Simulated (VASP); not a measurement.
# Rh (P6_3/mmc) in VASP: further runs

Rh is run at these levels: r2SCAN; tasks: single point.

Everything below comes from runs of VASP 6.6.1. Logs are shortened: lines on timing, memory, paths and dates and some standing lists are left out, and cuts for length are marked.

**1. The cell of the first run**

The structure is hexagonal, space group P6_3/mmc (No. 194). The conventional cell has a = 2.649 Å, b = 2.649 Å, c = 4.296 Å, α = 90.00°, β = 90.00°, γ = 120.00°. Rh (site symmetry -6m2) has 12 Rh at 2.64 to 2.65 Å within 3.5 Å.

This isn't the form of Rh at room conditions, which is fcc.

**2. Single point, r2SCAN (strain -0.030 along x and y, -0.030 along z)**

Input file POSCAR:

```
Rh
1.0
    2.6490496710      0.0000000000      0.0000000000
   -1.3245248355      2.2941443109      0.0000000000
    0.0000000000      0.0000000000      4.2956343300
Rh
2
Direct
    0.6666666667      0.3333333333      0.7500000000
    0.3333333333      0.6666666667      0.2500000000
```

Input file INCAR.step1:

```
SYSTEM = Rh
ALGO = Normal ; EDIFF = 1E-4
ENCUT = 520 ; GGA = PE
ISMEAR = 0 ; LASPH = .True.
LCHARG = .False. ; LREAL = .False.
LWAVE = .True. ; NBANDS = 22
NELM = 100 ; PREC = Accurate
SIGMA = 0.15
```

Input file INCAR.step2:

```
SYSTEM = Rh
ALGO = Normal ; EDIFF = 1E-7
ENCUT = 520 ; ISIF = 2
ISMEAR = 0 ; ISTART = 1
LASPH = .True. ; LCHARG = .False.
LMIXTAU = .True. ; LREAL = .False.
LWAVE = .False. ; METAGGA = R2SCAN
NBANDS = 22 ; NELM = 100
PREC = Accurate ; SIGMA = 0.15
```

Input file KPOINTS:

```
k-points
0
Gamma
  18 18 12
  0 0 0
```

Potentials or basis: VASP PAW PBE potentials, release 64 (Rh_pv).

The run is started by

```console
cat potpaw_PBE.64/Rh_pv/POTCAR > POTCAR
cp INCAR.step1 INCAR
mpirun -np 1 vasp_std > vasp.out
cp INCAR.step2 INCAR
mpirun -np 1 vasp_std > vasp.out
```

OUTCAR:

```text
SYSTEM = Rh
   EDIFF = 1E-7
   ENCUT = 520
   ISIF = 2
   ISMEAR = 0
   ISTART = 1
   LASPH = .True.
   LREAL = .False.
   METAGGA = R2SCAN
   NELM = 100
   PREC = Accurate

 ion  position               nearest neighbor table
   1  0.667  0.333  0.750-   2 2.64   2 2.64   2 2.64   2 2.64   2 2.64   2 2.64
   2  0.333  0.667  0.250-   1 2.64   1 2.64   1 2.64   1 2.64   1 2.64   1 2.64

  LATTYP: Found a hexagonal cell.
 ALAT       =     2.6490496710
 C/A-ratio  =     1.6215756077

  Lattice vectors:

 A1 = (   2.6490496710,   0.0000000000,   0.0000000000)
 A2 = (  -1.3245248355,   2.2941443109,   0.0000000000)
 A3 = (   0.0000000000,   0.0000000000,   4.2956343300)

Analysis of symmetry for initial positions (statically):
=====================================================================
 Subroutine PRICEL returns:
 Original cell was already a primitive cell.

 Routine SETGRP: Setting up the symmetry group for a
 hexagonal supercell.

 Subroutine GETGRP returns: Found 24 space group operations
 (whereof 12 operations were pure point group operations)
 out of a pool of 24 trial point group operations.

The static configuration has the point symmetry D_3d.
 The point group associated with its full space group is D_6h.

Analysis of symmetry for dynamics (positions and initial velocities):
=====================================================================
 Subroutine PRICEL returns:
 Original cell was already a primitive cell.

 Routine SETGRP: Setting up the symmetry group for a
 hexagonal supercell.

 Subroutine GETGRP returns: Found 24 space group operations
 (whereof 12 operations were pure point group operations)
 out of a pool of 24 trial point group operations.

The dynamic configuration has the point symmetry D_3d.
 The point group associated with its full space group is D_6h.

 Subroutine INISYM returns: Found 24 space group operations
 (whereof 12 operations are pure point group operations),
 and found     1 'primitive' translations

----------------------------------------------------------------------------------------

                                     Primitive cell

  volume of cell :      26.1059

  direct lattice vectors                    reciprocal lattice vectors
     2.649049671  0.000000000  0.000000000     0.377493865  0.217946185  0.000000000
    -1.324524836  2.294144311  0.000000000     0.000000000  0.435892370  0.000000000
     0.000000000  0.000000000  4.295634330     0.000000000  0.000000000  0.232794489

  length of vectors
     2.649049671  2.649049671  4.295634330     0.435892370  0.435892370  0.232794489

  position of ions in fractional coordinates (direct lattice)
     0.666666667  0.333333333  0.750000000
     0.333333333  0.666666667  0.250000000

  ion indices of the primitive-cell ions
   primitive index   ion index
                 1           1
                 2           2

----------------------------------------------------------------------------------------

 KPOINTS: k-points

Automatic generation of k-mesh.
 Grid dimensions read from file:
 generate k-points for:   18   18   12

 Generating k-lattice:

  Cartesian coordinates                     Fractional coordinates (reciprocal lattice)
     0.020971881  0.012108121  0.000000000     0.055555556 -0.000000000  0.000000000
     0.000000000  0.024216243  0.000000000     0.000000000  0.055555556  0.000000000
     0.000000000  0.000000000  0.019399541     0.000000000  0.000000000  0.083333333

  Length of vectors
     0.024216243  0.024216243  0.019399541

  Shift w.r.t. Gamma in fractional coordinates (k-lattice)
     0.000000000  0.000000000  0.000000000

 Subroutine IBZKPT returns following result:
 ===========================================

 Found    259 irreducible k-points:

 Following reciprocal coordinates:
            Coordinates               Weight
  0.000000  0.000000  0.000000      1.000000
  0.055556 -0.000000  0.000000      6.000000
  0.111111 -0.000000  0.000000      6.000000
  0.166667  0.000000  0.000000      6.000000
  0.222222 -0.000000  0.000000      6.000000
  0.277778  0.000000  0.000000      6.000000
[... 16 lines left out ...]
  0.333333  0.111111  0.000000     12.000000
  0.388889  0.111111  0.000000     12.000000
 [... further k-points ...]
   k-points           NKPTS =    259   k-points in BZ     NKDIM =    259   number of bands    NBANDS=     22
   number of dos      NEDOS =    301   number of ions     NIONS =      2
   total plane-waves  NPLWV =  12800
   dimension x,y,z NGX =    20 NGY =   20 NGZ =   32
   dimension x,y,z NGXF=    40 NGYF=   40 NGZF=   64
   ions per type =               2
   NGX,Y,Z   is equivalent  to a cutoff of  12.55, 12.55, 12.38 a.u.
   NGXF,Y,Z  is equivalent  to a cutoff of  25.10, 25.10, 24.77 a.u.
 SYSTEM =  Rh
   PREC   = accura    normal or accurate (medium, high low for compatibility)
   ISTART =      1    job   : 0-new  1-cont  2-samecut
   ICHARG =      0    charge: 1-file 2-atom 10-const
   ISPIN  =      1    spin polarized calculation?
   LNONCOLLINEAR =      F non collinear calculations
   LSORBIT =      F    spin-orbit coupling
   LASPH  =      T    aspherical Exc in radial PAW
   ENCUT  =  520.0 eV  38.22 Ry    6.18 a.u.   4.93  4.93  7.99*2*pi/ulx,y,z
   NELM   =    100;   NELMIN=  2; NELMDL=  0     # of ELM steps
   EDIFF  = 0.1E-06   stopping-criterion for ELM
   LREAL  =      F    real-space projection
   EDIFFG = 0.1E-05   stopping-criterion for IOM
   NSW    =      0    number of steps for IOM
   IBRION =     -1    ionic relax: 0-MD 1-quasi-New 2-CG
   NFREE  =      0    steps in history (QN), initial steepest desc. (CG)
   ISIF   =      2    stress and relaxation
   ISYM   =      2    0-nonsym 1-usesym 2-fastsym
   POTIM  = 0.5000    time-step for ionic-motion
   TEBEG  =    0.0;   TEEND  =   0.0 temperature during run
   PSTRESS=    0.0 pullay stress
   NELECT =      30.0000    total number of electrons
   NUPDOWN=      -1.0000    fix difference up-down
   EMIN   =  10.00;   EMAX   =-10.00  energy-range for DOS
   EFERMI =   0.00;   METHOD = LEGACY
   ISMEAR =     0;   SIGMA  =   0.15  broadening in eV -4-tet -1-fermi 0-gaus
   EFERMI_NEDOS =   21; number of points for ismear=-14 and -15
   IALGO  =     38    algorithm
   IMIX   =      4    mixing-type and parameters
     AMIX     =   0.40;   BMIX     =  1.00
     AMIX_MAG =   1.60;   BMIX_MAG =  1.00
  volume/ion in A,a.u.               =      13.05        88.09
  Fermi-wavevector in a.u.,A,eV,Ry     =   1.714757  3.240421 40.006447  2.940391
  Thomas-Fermi vector in A             =   2.792256
   LORBIT       =      0    0 simple, 1 ext, 2 COOP (PROOUT), +10 PAW based schemes
   METAGGA = R2SCAN    functional components
   LHFCALC =     F    Hartree Fock is set to
   AEXX    =    0.0000 exact exchange contribution
   IVDW    =     0    specifies the selected vdW correction
   LEPSILON=     F    determine dielectric tensor
   LRPA    =     F    only Hartree local field effects (RPA)
 non-spin polarized calculation
 Gauss-broadening in eV      SIGMA  =   0.15
  energy-cutoff  :      520.00
  volume of cell :       26.11
 maximum number of plane-waves:       732
 NGX is ok and might be reduce to    20
   NGX =  9   NGY =  9   NGZ = 15

 number of electron      29.9999995 magnetization

 Free energy of the ion-electron system (eV)
  ---------------------------------------------------
  ext. energy  EPLUGINS =         0.00000000
  ---------------------------------------------------
  free energy    TOTEN  =       -48.11530866 eV

  energy without entropy =      -48.08381111  energy(sigma->0) =      -48.09955988

 E-fermi :  12.8250     XC(G=0): -15.5995

 val. band max:       12.8239707292   @ k =   0.2222   0.1111   0.5000
 cond. band min:      12.8251751466   @ k =   0.5000   0.0000   0.2500
 fundamental gap:      0.0012044175
 Fermi energy:        12.8249947778

 k-point     1 :       0.0000    0.0000    0.0000
  band No.  band energies     occupation
      1     -36.1102      2.00000
      2     -35.2750      2.00000
      3     -35.2750      2.00000
      4     -35.1540      2.00000
      5     -35.1411      2.00000
      6     -35.1411      2.00000
[... 14 lines left out ...]
     21      30.0633      0.00000
     22      30.0636      0.00000

 k-point     2 :       0.0556   -0.0000    0.0000
  band No.  band energies     occupation
      1     -36.1010      2.00000
      2     -35.2964      2.00000
      3     -35.2819      2.00000
      4     -35.1633      2.00000
      5     -35.1577      2.00000
      6     -35.1444      2.00000
[... 14 lines left out ...]
     21      30.0634      0.00000
     22      30.0636      0.00000

 k-point     3 :       0.1111   -0.0000    0.0000
  band No.  band energies     occupation
      1     -36.0738      2.00000
      2     -35.3579      2.00000
      3     -35.3015      2.00000
      4     -35.2268      2.00000
      5     -35.1689      2.00000
      6     -35.1542      2.00000
[... 14 lines left out ...]
     21      30.0636      0.00000
     22      30.0670      0.00000

 k-point     4 :       0.1667    0.0000    0.0000
  band No.  band energies     occupation
      1     -36.0305      2.00000
      2     -35.4523      2.00000
      3     -35.3308      2.00000
      4     -35.3226      2.00000
      5     -35.1877      2.00000
      6     -35.1697      2.00000
[... 14 lines left out ...]
     21      30.0633      0.00000
     22      30.0658      0.00000

 k-point     5 :       0.2222   -0.0000    0.0000
  band No.  band energies     occupation
      1     -35.9738      2.00000
      2     -35.5681      2.00000
      3     -35.4377      2.00000
      4     -35.3659      2.00000
      5     -35.2142      2.00000
      6     -35.1895      2.00000
[... 14 lines left out ...]
     21      30.0631      0.00000
     22      30.0642      0.00000

 k-point     6 :       0.2778    0.0000    0.0000
  band No.  band energies     occupation
      1     -35.9076      2.00000
      2     -35.6913      2.00000
      3     -35.5574      2.00000
      4     -35.4024      2.00000
      5     -35.2482      2.00000
      6     -35.2111      2.00000
[... 14 lines left out ...]
     21      30.0633      0.00000
     22      30.0642      0.00000

 k-point     7 :       0.3333   -0.0000    0.0000
  band No.  band energies     occupation
      1     -35.8371      2.00000
      2     -35.8069      2.00000
      3     -35.6675      2.00000
      4     -35.4361      2.00000
      5     -35.2884      2.00000
      6     -35.2319      2.00000
[... 324 lines left out ...]
      6     -35.2238      2.00000
[... 14 lines left out ...]
     21      29.6866      0.00000
     22      30.0654      0.00000

 k-point    21 :       0.2222    0.1111    0.0000
  band No.  band energies     occupation
      1     -35.8859      2.00000
      2     -35.6883      2.00000
      3     -35.6073      2.00000
      4     -35.4070      2.00000
      5     -35.2600      2.00000
      6     -35.2531      2.00000
[... 14 lines left out ...]
     21      28.5669      0.00000
     22      30.0642      0.00000

 k-point    22 :       0.2778    0.1111    0.0000
  band No.  band energies     occupation
      1     -35.8168      2.00000
      2     -35.7950      2.00000
      3     -35.6875      2.00000
      4     -35.4572      2.00000
      5     -35.3006      2.00000
      6     -35.2797      2.00000
[... 14 lines left out ...]
     21      27.4427      0.00000
     22      29.8176      0.00000

 k-point    23 :       0.3333    0.1111    0.0000
  band No.  band energies     occupation
      1     -35.8821      2.00000
      2     -35.7520      2.00000
      3     -35.7497      2.00000
      4     -35.4978      2.00000
      5     -35.3444      2.00000
      6     -35.3011      2.00000
[... 14 lines left out ...]
     21      26.4506      0.00000
     22      29.1056      0.00000

 k-point    24 :       0.3889    0.1111    0.0000
  band No.  band energies     occupation
      1     -35.9387      2.00000
      2     -35.7939      2.00000
      3     -35.6956      2.00000
      4     -35.5239      2.00000
      5     -35.3832      2.00000
      6     -35.3150      2.00000
[... 14 lines left out ...]
     21      25.7530      0.00000
     22      28.5343      0.00000

 [... further k-points ...]
[... 5 lines left out ...]
  --------------------------------------------------------------------------------------
  -------------------------------------------------------------------------------------
  Total        3.1263424      3.1263424      2.8508013      0.0000000      0.0000000     -0.0000000
  in kB      191.8708424    191.8708424    174.9602494      0.0000000      0.0000000     -0.0000000
  external PRESSURE =     186.2339781 kB  Pullay stress =       0.0000000 kB

 VOLUME and BASIS-vectors are now :
 -----------------------------------------------------------------------------
  energy-cutoff  :      520.00
  volume of cell :       26.11
      direct lattice vectors                 reciprocal lattice vectors
     2.649049671  0.000000000  0.000000000     0.377493865  0.217946185  0.000000000
    -1.324524836  2.294144311  0.000000000     0.000000000  0.435892370  0.000000000
     0.000000000  0.000000000  4.295634330     0.000000000  0.000000000  0.232794489

 POSITION                                       TOTAL-FORCE (eV/Angst)
 -----------------------------------------------------------------------------------
      1.32452      0.76471      3.22173         0.000000     -0.000000      0.000000
     -0.00000      1.52943      1.07391        -0.000000      0.000000      0.000000
 -----------------------------------------------------------------------------------
    total drift:                               -0.000000      0.000000     -0.000000

  FREE ENERGIE OF THE ION-ELECTRON SYSTEM (eV)
  ---------------------------------------------------
  free  energy   TOTEN  =       -48.1153086563 eV

  energy  without entropy=      -48.0838111055  energy(sigma->0) =      -48.09955988
```

It took 13 min on 1 thread of AMD EPYC 7R43 (Zen 3), shared host; peak memory 0.19 GiB.

What came out:

- Free energy: -48.1153 eV
- Pressure: 18.6 GPa
- Band gap on the k mesh: zero (bands 15 and 16 overlap by 2.70 eV)

Caveat: the cell differs from its parent crystal (strain -0.030 along x and y, -0.030 along z); the cell stands under pressure; the PAW data sets were made with another functional, which shifts forces and pressure a little.

(Part 1 of 2 ends here.)
